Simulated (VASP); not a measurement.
## SnTe2H4N2: density of states with PBE

The system is SnTe2H4N2.

```
Sn Te N H
1.0
     0.00000    3.70768    0.00000
     6.10186   -1.85384    0.00000
     1.55802    0.00000   -5.53802
Sn Te N H
1 2 2 4
Direct
  0.00000 0.00000 0.00000
  0.88120 0.76240 0.75370
  0.11880 0.23760 0.24630
  0.60670 0.21340 0.77060
  0.39330 0.78660 0.22940
  0.61000 0.22000 0.56600
  0.39000 0.78000 0.43400
  0.70100 0.40200 0.77620
  0.29900 0.59800 0.22380
```

```yaml
Program: VASP 6.6.1
Task: density of states
Functional: PBE
Potentials_or_basis: VASP PAW PBE potentials, release 64 (Sn_d, Te, N, H)
Cutoff: 520 eV
k_mesh: 6 × 6 × 4
Occupations: gaussian, width 0.0706 eV
Spin: no spin polarisation
Dipole_correction: no
k_mesh_for_the_DOS: 9 × 9 × 6
Occupations_for_the_DOS: tetrahedron
Further_INCAR_settings: ALGO = Normal; EDIFF = 1e-06; NBANDS = 30
```

| Property | Result |
| --- | --- |
| Valence electrons inside the program's atomic spheres | Sn 12.69; Te 3.53; N 3.68; H 0.57, 0.58 |

Levels at points of the mesh, in eV from the Fermi level:
| k point | band 17 | band 18 | band 19 | band 20 | band 21 | band 22 | band 23 | band 24 |
| --- | --- | --- | --- | --- | --- | --- | --- | --- |
| (0.00, 0.00, 0.00) | -1.16 | -1.10 | 0.34 | 0.63 | 0.73 | 1.78 | 2.80 | 5.13 |
| (0.00, 0.00, 0.50) | -1.10 | -1.07 | -0.84 | 0.12 | 0.54 | 3.26 | 3.39 | 5.92 |

It took 6.7 min on 1 thread of Intel(R) Xeon(R) Platinum 8259CL CPU @ 2.50GHz (Skylake/Cascade Lake) (shared host), peak memory 0.61 GiB.

Caveat: spin-orbit coupling is left out, which moves the levels of the heavy elements.
